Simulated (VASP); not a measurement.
# BP (I-4m2) in VASP: notebook, part 2 of 3

VASP 6.6.1.

### Step 3. Single point, r2SCAN

This run uses another cell than the first one, of the same volume but with other edges.

The input, POSCAR:

```
BP
1.0
    0.0000000000      2.0208977285      2.8575493881
    2.0208977285      0.0000000000      2.8575493881
    2.0208977285      2.0208977285      0.0000000000
B P
1 1
Direct
    0.0000000000      0.0000000000      0.0000000000
    0.7500000000      0.7500000000      0.7500000000
```

The input, INCAR.step1:

```
PREC = Accurate
ENCUT = 520
ISMEAR = 0
SIGMA = 0.05
LREAL = False
LASPH = True
NELM = 60
NBANDS = 11
GGA = PE
ALGO = Normal
EDIFF = 1E-4
LWAVE = True
LCHARG = False
```

The input, INCAR.step2:

```
PREC = Accurate
ENCUT = 520
EDIFF = 1E-7
ISMEAR = 0
SIGMA = 0.05
LREAL = False
LASPH = True
NELM = 60
ALGO = Normal
ISIF = 2
LWAVE = False
LCHARG = False
METAGGA = R2SCAN
LMIXTAU = True
NBANDS = 11
ISTART = 1
```

The input, KPOINTS:

```
regular mesh
0
Gamma
  12 12 12
```

Potentials or basis: VASP PAW PBE potentials, release 64 (B, P).

Run with:

```
$ cat potpaw_PBE.64/B/POTCAR potpaw_PBE.64/P/POTCAR > POTCAR
$ cp INCAR.step1 INCAR
$ mpirun -np 1 vasp_std > vasp.out
$ cp INCAR.step2 INCAR
$ mpirun -np 1 vasp_std > vasp.out
```

OUTCAR:

```text
PREC = Accurate
   ENCUT = 520
   EDIFF = 1E-7
   ISMEAR = 0
   LREAL = False
   LASPH = True
   NELM = 60
   ISIF = 2
   METAGGA = R2SCAN
   ISTART = 1

 ion  position               nearest neighbor table
   1  0.000  0.000  0.000-   2 2.02   2 2.02   2 2.02   2 2.02
   2  0.750  0.750  0.750-   1 2.02   1 2.02   1 2.02   1 2.02

  LATTYP: Found a body centered tetragonal cell.
 ALAT       =     2.8579809758
 C/A-ratio  =     1.9996979772

  Lattice vectors:

 A1 = (  -2.0208977285,   0.0000000000,   2.8575493881)
 A2 = (   2.0208977285,   0.0000000000,   2.8575493881)
 A3 = (   0.0000000000,   2.0208977285,  -2.8575493881)

Analysis of symmetry for initial positions (statically):
=====================================================================
 Subroutine PRICEL returns:
 Original cell was already a primitive cell.

 Routine SETGRP: Setting up the symmetry group for a
 body centered tetragonal supercell.

 Subroutine GETGRP returns: Found  8 space group operations
 (whereof  8 operations were pure point group operations)
 out of a pool of 16 trial point group operations.

The static configuration has the point symmetry D_2d.

Analysis of symmetry for dynamics (positions and initial velocities):
[... 166 lines left out ...]

 k-point     1 :       0.0000    0.0000    0.0000
  band No.  band energies     occupation
      1      -8.8159      2.00000
      2       4.2270      2.00000
      3       9.3729      0.00000
      4       9.3729      0.00000
      5      10.8438      0.00000
      6      11.2979      0.00000
      7      11.2979      0.00000
      8      12.8033      0.00000
      9      18.2645      0.00000
     10      19.5107      0.00000
     11      20.6994      0.00000
[... 309 lines left out ...]
 k-point    24 :      -0.4167    0.1667    0.0000
  band No.  band energies     occupation
      1      -4.8264      2.00000
      2      -1.6297      2.00000
      3       1.3213      2.00000
      4       8.2640      1.99991
      5      10.1930      0.00000
      6      14.9937      0.00000
      7      15.5282      0.00000
      8      17.3137      0.00000
      9      21.3259      0.00000
     10      22.4632      0.00000
     11      23.0074      0.00000

 [... further k-points ...]
[... 5 lines left out ...]
  --------------------------------------------------------------------------------------
  -------------------------------------------------------------------------------------
  Total        4.6893061      4.6893061    -10.1446671      0.0000000      0.0000000     -0.0000000
  in kB      321.8894545    321.8894545   -696.3634549      0.0000000      0.0000000     -0.0000000
  external PRESSURE =     -17.5281820 kB  Pullay stress =       0.0000000 kB

 VOLUME and BASIS-vectors are now :
 -----------------------------------------------------------------------------
  energy-cutoff  :      520.00
  volume of cell :       23.34
      direct lattice vectors                 reciprocal lattice vectors
     0.000000000  2.020897729  2.857549388    -0.247414796  0.247414796  0.174975104
     2.020897729  0.000000000  2.857549388     0.247414796 -0.247414796  0.174975104
     2.020897729  2.020897729  0.000000000     0.247414796  0.247414796 -0.174975104

 POSITION                                       TOTAL-FORCE (eV/Angst)
 -----------------------------------------------------------------------------------
      0.00000      0.00000      0.00000         0.000000      0.000000     -0.000000
      3.03135      3.03135      4.28632        -0.000000     -0.000000      0.000000
 -----------------------------------------------------------------------------------
    total drift:                               -0.000028     -0.000028      0.000008

  FREE ENERGIE OF THE ION-ELECTRON SYSTEM (eV)
  ---------------------------------------------------
  free  energy   TOTEN  =       -15.3131665951 eV

  energy  without entropy=      -15.3125669074  energy(sigma->0) =      -15.31286675
```

OUTCAR.step1:

```text
PREC = Accurate
   ENCUT = 520
   ISMEAR = 0
   LREAL = False
   LASPH = True
[... 559 lines left out ...]
      0.00000      0.00000      0.00000         0.000000      0.000000      0.000000
      3.03135      3.03135      4.28632        -0.000000     -0.000000     -0.000000
 -----------------------------------------------------------------------------------
    total drift:                                0.000000      0.000000      0.000000

  FREE ENERGIE OF THE ION-ELECTRON SYSTEM (eV)
  ---------------------------------------------------
  free  energy   TOTEN  =       -11.1019008758 eV

  energy  without entropy=      -11.1013754711  energy(sigma->0) =      -11.10163817
```

Wall time 5.3 min (1 thread of AMD EPYC 7R43 (Zen 3), shared host); peak memory 0.14 GiB.

Results:

| Property | Result |
| --- | --- |
| Free energy | -15.3132 eV |
| Pressure | -1.8 GPa |
| Band gap on the k mesh | zero (band 4 reaches 9.46 eV, above the bottom of band 5 at 7.92 eV) |

Levels at points of the mesh, in eV from the Fermi level:
| k point | band 1 | band 2 | band 3 | band 4 | band 5 | band 6 | band 7 | band 8 | band 9 |
| --- | --- | --- | --- | --- | --- | --- | --- | --- | --- |
| (0.00, 0.00, 0.00) | -17.22 | -4.17 | 0.97 | 0.97 | 2.44 | 2.90 | 2.90 | 4.40 | 9.86 |
| (0.50, 0.00, 0.00) | -13.45 | -10.27 | -5.12 | -0.87 | 0.35 | 6.10 | 7.40 | 9.49 | 12.85 |
| (0.50, 0.50, 0.00) | -14.23 | -11.76 | -2.18 | -2.18 | 3.46 | 4.86 | 11.24 | 11.24 | 11.31 |
| (0.50, 0.00, 0.50) | -10.51 | -8.79 | -6.28 | -5.45 | -0.27 | -0.14 | 6.75 | 9.64 | 10.17 |

Caveat: the PAW data sets were made with another functional, which shifts forces and pressure a little.

### Step 4. Single point, r2SCAN

This run uses another cell than the first one, of the same volume but with other edges.

The input, POSCAR:

```
BP
1.0
    0.0000000000      2.3945348584      2.0353546296
    2.3945348584      0.0000000000      2.0353546296
    2.3945348584      2.3945348584      0.0000000000
B P
1 1
Direct
    0.0000000000      0.0000000000      0.0000000000
    0.7500000000      0.7500000000      0.7500000000
```

The input, INCAR.step1:

```
SYSTEM = BP
  PREC = Accurate
  ENCUT = 520
  ISMEAR = 0
  SIGMA = 0.05
  LREAL = .False.
  LASPH = .True.
  NELM = 80
  NBANDS = 11
  GGA = PE
  ALGO = Normal
  EDIFF = 1E-4
  LWAVE = .True.
  LCHARG = .False.
```

The input, INCAR.step2:

```
SYSTEM = BP
  PREC = Accurate
  ENCUT = 520
  EDIFF = 1E-6
  ISMEAR = 0
  SIGMA = 0.05
  LREAL = .False.
  LASPH = .True.
  NELM = 80
  ALGO = Normal
  ISIF = 2
  LWAVE = .False.
  LCHARG = .False.
  METAGGA = R2SCAN
  LMIXTAU = .True.
  NBANDS = 11
  ISTART = 1
```

The input, KPOINTS:

```
Automatic mesh
0
Gamma
  12 12 12
  0 0 0
```

Potentials or basis: VASP PAW PBE potentials, release 64 (B, P).

Run with:

```
$ cat potpaw_PBE.64/B/POTCAR potpaw_PBE.64/P/POTCAR > POTCAR
$ cp INCAR.step1 INCAR
$ mpirun -np 1 vasp_std > vasp.out
$ cp INCAR.step2 INCAR
$ mpirun -np 1 vasp_std > vasp.out
```

OUTCAR:

```text
SYSTEM = BP
   PREC = Accurate
   ENCUT = 520
   EDIFF = 1E-6
   ISMEAR = 0
   LREAL = .False.
   LASPH = .True.
   NELM = 80
   ISIF = 2
   METAGGA = R2SCAN
   ISTART = 1

 ion  position               nearest neighbor table
   1  0.000  0.000  0.000-   2 1.98   2 1.98   2 1.98   2 1.98
   2  0.750  0.750  0.750-   1 1.98   1 1.98   1 1.98   1 1.98

  LATTYP: Found a body centered tetragonal cell.
 ALAT       =     3.3863836723
 C/A-ratio  =     1.2020815280

  Lattice vectors:

 A1 = (   0.0000000000,  -2.3945348584,  -2.0353546296)
 A2 = (   0.0000000000,   2.3945348584,  -2.0353546296)
 A3 = (   2.3945348584,   0.0000000000,   2.0353546296)

Analysis of symmetry for initial positions (statically):
=====================================================================
 Subroutine PRICEL returns:
 Original cell was already a primitive cell.

 Routine SETGRP: Setting up the symmetry group for a
 body centered tetragonal supercell.

 Subroutine GETGRP returns: Found  8 space group operations
 (whereof  8 operations were pure point group operations)
 out of a pool of 16 trial point group operations.

The static configuration has the point symmetry D_2d.

Analysis of symmetry for dynamics (positions and initial velocities):
=====================================================================
 Subroutine PRICEL returns:
 Original cell was already a primitive cell.

 Routine SETGRP: Setting up the symmetry group for a
 body centered tetragonal supercell.

 Subroutine GETGRP returns: Found  8 space group operations
 (whereof  8 operations were pure point group operations)
 out of a pool of 16 trial point group operations.

The dynamic configuration has the point symmetry D_2d.

 Subroutine INISYM returns: Found  8 space group operations
 (whereof  8 operations are pure point group operations),
 and found     1 'primitive' translations

----------------------------------------------------------------------------------------
[... 115 lines left out ...]
  Fermi-wavevector in a.u.,A,eV,Ry     =   1.145691  2.165041 17.859102  1.312607
  Thomas-Fermi vector in A             =   2.282378
   LORBIT       =      0    0 simple, 1 ext, 2 COOP (PROOUT), +10 PAW based schemes
   METAGGA = R2SCAN    functional components
   LHFCALC =     F    Hartree Fock is set to
   AEXX    =    0.0000 exact exchange contribution
   IVDW    =     0    specifies the selected vdW correction
   LEPSILON=     F    determine dielectric tensor
   LRPA    =     F    only Hartree local field effects (RPA)
 non-spin polarized calculation
 Gauss-broadening in eV      SIGMA  =   0.05
  energy-cutoff  :      520.00
  volume of cell :       23.34
 maximum number of plane-waves:       644
   NGX = 11   NGY = 11   NGZ = 13

 number of electron       8.0000000 magnetization

 Free energy of the ion-electron system (eV)
  ---------------------------------------------------
  ext. energy  EPLUGINS =         0.00000000
  ---------------------------------------------------
  free energy    TOTEN  =       -16.99787684 eV

  energy without entropy =      -16.99762594  energy(sigma->0) =      -16.99775139

 E-fermi :   7.7972     XC(G=0): -11.5317

 val. band max:        7.7785872554   @ k =   0.5000   0.5000   0.0000
 cond. band min:       7.8151703510   @ k =   0.4167   0.3333   0.0000
 fundamental gap:      0.0365830956
 Fermi energy:         7.7971991398

 k-point     1 :       0.0000    0.0000    0.0000
  band No.  band energies     occupation
      1      -8.8355      2.00000
      2       6.9767      2.00000
      3       6.9767      2.00000
      4       8.4058      0.00000
      5      10.5486      0.00000
      6      11.6001      0.00000
      7      11.6002      0.00000
      8      15.1632      0.00000
      9      17.9754      0.00000
     10      19.9136      0.00000
     11      21.1361      0.00000
[... 309 lines left out ...]
 k-point    24 :      -0.4167    0.1667    0.0000
  band No.  band energies     occupation
      1      -5.0304      2.00000
      2      -1.3094      2.00000
      3       3.9329      2.00000
      4       4.4420      2.00000
      5      10.0519      0.00000
      6      13.4773      0.00000
      7      15.0123      0.00000
      8      16.9779      0.00000
      9      20.6318      0.00000
     10      21.5818      0.00000
     11      25.4820      0.00000

 [... further k-points ...]
[... 5 lines left out ...]
  --------------------------------------------------------------------------------------
  -------------------------------------------------------------------------------------
  Total       -1.8809945     -1.8809945      3.2889604      0.0000000      0.0000000      0.0000000
  in kB     -129.1176744   -129.1176744    225.7651043      0.0000000      0.0000000      0.0000000
  external PRESSURE =     -10.8234148 kB  Pullay stress =       0.0000000 kB

 VOLUME and BASIS-vectors are now :
 -----------------------------------------------------------------------------
  energy-cutoff  :      520.00
  volume of cell :       23.34
      direct lattice vectors                 reciprocal lattice vectors
     0.000000000  2.394534858  2.035354630    -0.208808821  0.208808821  0.245657436
     2.394534858  0.000000000  2.035354630     0.208808821 -0.208808821  0.245657436
     2.394534858  2.394534858  0.000000000     0.208808821  0.208808821 -0.245657436

 POSITION                                       TOTAL-FORCE (eV/Angst)
 -----------------------------------------------------------------------------------
      0.00000      0.00000      0.00000        -0.000000     -0.000000     -0.000000
      3.59180      3.59180      3.05303         0.000000      0.000000      0.000000
 -----------------------------------------------------------------------------------
    total drift:                                0.000005      0.000005      0.000060

  FREE ENERGIE OF THE ION-ELECTRON SYSTEM (eV)
  ---------------------------------------------------
  free  energy   TOTEN  =       -16.9978768428 eV

  energy  without entropy=      -16.9976259446  energy(sigma->0) =      -16.99775139
```

OUTCAR.step1:

```text
SYSTEM = BP
   PREC = Accurate
   ENCUT = 520
   ISMEAR = 0
   LREAL = .False.
   LASPH = .True.
[... 558 lines left out ...]
      0.00000      0.00000      0.00000        -0.000000     -0.000000     -0.000000
      3.59180      3.59180      3.05303         0.000000      0.000000      0.000000
 -----------------------------------------------------------------------------------
    total drift:                                0.000000      0.000000      0.000000

  FREE ENERGIE OF THE ION-ELECTRON SYSTEM (eV)
  ---------------------------------------------------
  free  energy   TOTEN  =       -12.6426329952 eV

  energy  without entropy=      -12.6422046668  energy(sigma->0) =      -12.64241883
```

It took 4.5 min on 1 thread of AMD EPYC 7R43 (Zen 3), shared host; peak memory 0.13 GiB.

Results:

| Quantity | Value |
| --- | --- |
| Free energy | -16.9979 eV |
| Pressure | -1.1 GPa |
| Band gap on the k mesh | zero (band 4 reaches 8.41 eV, above the bottom of band 5 at 7.43 eV) |

Stress tensor (GPa, compression positive):
```
-12.91   0.00   0.00
  0.00 -12.91   0.00
  0.00   0.00  22.58
```

Caveat: the PAW data sets were made with another functional, which shifts forces and pressure a little.

### Step 5. Single point, r2SCAN

This run uses another cell than the first one, of the same volume but with other edges.

The input, POSCAR:

```
BP
1.0
    0.0000000000      2.1345207953      2.5614249543
    2.1345207953      0.0000000000      2.5614249543
    2.1345207953      2.1345207953      0.0000000000
B P
1 1
Direct
    0.0000000000      0.0000000000      0.0000000000
    0.7500000000      0.7500000000      0.7500000000
```

The input, INCAR.step1:

```
PREC = Accurate
ENCUT = 520
ISMEAR = 0
SIGMA = 0.05
LREAL = F
LASPH = T
NELM = 100
NBANDS = 11
GGA = PE
ALGO = Normal
EDIFF = 1E-4
LWAVE = T
LCHARG = F
```

The input, INCAR.step2:

```
PREC = Accurate
ENCUT = 520
EDIFF = 1E-6
ISMEAR = 0
SIGMA = 0.05
LREAL = F
LASPH = T
NELM = 100
ALGO = Normal
ISIF = 2
LWAVE = F
LCHARG = F
METAGGA = R2SCAN
LMIXTAU = T
NBANDS = 11
ISTART = 1
```

The input, KPOINTS:

```
Automatic mesh
0
Gamma
  12 12 12
```

Potentials or basis: VASP PAW PBE potentials, release 64 (B, P).

Run with:

```
$ cat potpaw_PBE.64/B/POTCAR potpaw_PBE.64/P/POTCAR > POTCAR
$ cp INCAR.step1 INCAR
$ mpirun -np 1 vasp_std > vasp.out
$ cp INCAR.step2 INCAR
$ mpirun -np 1 vasp_std > vasp.out
```

OUTCAR:

```text
PREC = Accurate
   ENCUT = 520
   EDIFF = 1E-6
   ISMEAR = 0
   LREAL = F
   LASPH = T
   NELM = 100
   ISIF = 2
   METAGGA = R2SCAN
   ISTART = 1

 ion  position               nearest neighbor table
   1  0.000  0.000  0.000-   2 1.98   2 1.98   2 1.98   2 1.98
   2  0.750  0.750  0.750-   1 1.98   1 1.98   1 1.98   1 1.98

  LATTYP: Found a body centered tetragonal cell.
 ALAT       =     3.0186682579
 C/A-ratio  =     1.6970562748

  Lattice vectors:

[... 514 lines left out ...]
      5      11.8878      0.00000
      6      13.5432      0.00000
      7      14.7033      0.00000
      8      18.5796      0.00000
      9      20.8438      0.00000
     10      21.4266      0.00000
     11      24.2756      0.00000

 [... further k-points ...]
[... 5 lines left out ...]
  --------------------------------------------------------------------------------------
  -------------------------------------------------------------------------------------
  Total        3.0511281      3.0511281     -6.3348623      0.0000000      0.0000000      0.0000000
  in kB      209.4395121    209.4395121   -434.8458725      0.0000000      0.0000000      0.0000000
  external PRESSURE =      -5.3222828 kB  Pullay stress =       0.0000000 kB

 VOLUME and BASIS-vectors are now :
 -----------------------------------------------------------------------------
  energy-cutoff  :      520.00
  volume of cell :       23.34
      direct lattice vectors                 reciprocal lattice vectors
     0.000000000  2.134520795  2.561424954    -0.234244614  0.234244614  0.195203845
     2.134520795  0.000000000  2.561424954     0.234244614 -0.234244614  0.195203845
     2.134520795  2.134520795  0.000000000     0.234244614  0.234244614 -0.195203845

 POSITION                                       TOTAL-FORCE (eV/Angst)
 -----------------------------------------------------------------------------------
      0.00000      0.00000      0.00000         0.000000      0.000000     -0.000000
      3.20178      3.20178      3.84214         0.000000      0.000000      0.000000
 -----------------------------------------------------------------------------------
    total drift:                               -0.000002     -0.000002     -0.000045

  FREE ENERGIE OF THE ION-ELECTRON SYSTEM (eV)
  ---------------------------------------------------
  free  energy   TOTEN  =       -16.7724264268 eV

  energy  without entropy=      -16.7722810296  energy(sigma->0) =      -16.77235373
```

OSZICAR.step1:

```text
N       E                     dE             d eps       ncg     rms          rms(c)
DAV:   1     0.969430969009E+01    0.96943E+01   -0.38980E+03  3586   0.652E+02
DAV:   2    -0.124326594285E+02   -0.22127E+02   -0.21090E+02  4810   0.109E+02
DAV:   3    -0.130840183900E+02   -0.65136E+00   -0.64961E+00  4576   0.162E+01
DAV:   4    -0.130864569841E+02   -0.24386E-02   -0.24383E-02  4200   0.114E+00
DAV:   5    -0.130864694219E+02   -0.12438E-04   -0.12438E-04  4494   0.810E-02    0.706E+00
DAV:   6    -0.125185366953E+02    0.56793E+00   -0.14008E+00  4111   0.495E+00    0.379E+00
DAV:   7    -0.124384780066E+02    0.80059E-01   -0.18757E-01  4592   0.220E+00    0.139E+00
DAV:   8    -0.124302231660E+02    0.82548E-02   -0.25570E-02  4159   0.886E-01    0.220E-01
DAV:   9    -0.124305142428E+02   -0.29108E-03   -0.79337E-04  4238   0.185E-01    0.124E-01
DAV:  10    -0.124306621309E+02   -0.14789E-03   -0.22822E-04  3989   0.960E-02    0.294E-02
DAV:  11    -0.124306672713E+02   -0.51404E-05   -0.50574E-06  1982   0.161E-02
   1 F= -.12430667E+02 E0= -.12430618E+02  d E =-.988216E-04
```

Wall time 4.7 min (1 thread of AMD EPYC 7R43 (Zen 3), shared host); peak memory 0.14 GiB.

What came out:

```
Free energy            : -16.7724 eV
Pressure               : -0.5 GPa
Band gap on the k mesh : zero (band 4 reaches 8.26 eV, above the bottom of band 5 at 8.22 eV)
```

Caveat: the PAW data sets were made with another functional, which shifts forces and pressure a little.

(Continued in part 3 of 3.)
